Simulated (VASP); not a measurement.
Write the native input for VASP 6.6.1 that does the following.

- Task: single point
- Functional: PBEsol
- Potentials or basis: VASP PAW PBE potentials, release 64 (Co, Si)
- Cutoff: 520 eV
- k mesh: 12 × 12 × 10
- Occupations: gaussian, width 0.15 eV
- Spin: no spin polarisation
- Dipole correction: no
- Further INCAR settings: ALGO = Fast; EDIFF = 1e-06; NBANDS = 26

The structure of CoSi2 lies in POSCAR:

```
CoSi2
1.0
    0.0000000000     -2.6562539695     -2.6562539695
   -2.6562539695      0.0000000000     -2.6562539695
    2.6562539695      2.6562539695     -5.3125079389
Co Si
2 4
Direct
   -0.0024159131      0.0024422579     -0.0006330309
    0.4975840869      0.5024422579      0.4993669691
    0.1225840869      0.1274422579      0.6243669691
    0.6225840869      0.6274422579      0.1243669691
    0.3725840869      0.3774422579      0.8743669691
    0.8870795653      0.8627887105      0.3781651545
```

This cell differs from its parent crystal: atom 6 moved 0.06 Å.

These files were run (other wordings do the same):

INCAR

```
SYSTEM = CoSi2
PREC = Accurate
ENCUT = 520
EDIFF = 1E-6
ISMEAR = 0
SIGMA = 0.15
LREAL = .False.
LASPH = .True.
NELM = 60
ALGO = Fast
ISIF = 2
LWAVE = .False.
LCHARG = .True.
GGA = PS
LELF = .True.
LVHAR = .True.
NBANDS = 26
```

KPOINTS

```
Automatic mesh
0
Gamma
  12 12 10
  0 0 0
```

Potentials or basis: VASP PAW PBE potentials, release 64 (Co, Si).

The run is started by

```bash
$ cat potpaw_PBE.64/Co/POTCAR potpaw_PBE.64/Si/POTCAR > POTCAR
$ mpirun -np 1 vasp_std > vasp.out
```

Results of the run:

```json
{
  "Pressure": "0.2 GPa",
  "Largest force": "0.631 eV/Å",
  "Band gap on the k mesh": "zero (bands 17 and 18 overlap by 3.51 eV)"
}
```

Caveat: the cell differs from its parent crystal (atom 6 moved 0.06 Å); the PAW data sets were made with another functional, which shifts forces and pressure a little; the run has no spin polarisation, though such a crystal can be magnetic.

Wall time 38 min on 1 thread of Oxide Virtual Turin-like Processor (shared host), peak memory 1.1 GiB.
